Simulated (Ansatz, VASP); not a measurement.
## Ti in VASP and in Ansatz

The input INCAR:

```
  ALGO = Fast
  EDIFF = 1E-6
  ENCUT = 520
  ISIF = 2
  ISMEAR = 0
  LASPH = T
  LCHARG = F
  LREAL = F
  LWAVE = F
  NBANDS = 19
  NELM = 80
  PREC = Accurate
  SIGMA = 0.15
```

File KPOINTS:

```
k-points
0
Gamma
  21 21 12
```

The input POSCAR:

```
Ti
1.0
    3.1777888630      0.0000000000      0.0000000000
   -1.5888944315      2.7520458832      0.0000000000
    0.0000000000      0.0000000000      4.0382723830
Ti
2
Direct
    0.3333333333      0.6666666667      0.2500000000
    0.6666666667      0.3333333333      0.7500000000
```

Input for Ansatz:

```yaml
crystal:
  lattice:
    - [3.177788863, 0.0, 0.0]
    - [-1.5888944315, 2.7520458832, 0.0]
    - [0.0, 0.0, 4.038272383]
  atoms:
    - { symbol: Ti, position: [0.3333333333, 0.6666666667, 0.25] }
    - { symbol: Ti, position: [0.6666666667, 0.3333333333, 0.75] }
basis:
  ecutwfc: 420
kpoints:
  mp_grid: { grid: [21, 21, 12] }
hamiltonian:
  xc: lda
scf:
  occupations: { method: gaussian, width: 0.15 }
output:
  forces: true
  stress: true
  eigenvalues: true
```

Alike in both runs: task single point; functional LDA; k mesh 21 × 21 × 12; occupations gaussian, width 0.15 eV; no spin polarisation.

|  | VASP | Ansatz |
| --- | --- | --- |
| version | VASP 6.6.1 | Ansatz 0.2.0 |
| potentials or method | VASP PAW LDA potentials, release 64 (Ti_sv), cutoff 520 eV | scalar-relativistic, plane waves, PAW |
| valence electrons in the cell | 24 | 24 |

```csv
,VASP,Ansatz,Ansatz less VASP
gap on the k mesh at the Fermi level (eV),none,none,-
pressure (GPa),-8.6,-8.5,+0.06
"traceless stress, the component that is largest in VASP (GPa)",9.21,9.24,+0.033
```

LDA's correlation is that of Perdew and Zunger in VASP and of Perdew and Wang (1992) in Ansatz. A gap of «none» marks a metal or a gap that the smearing closes.
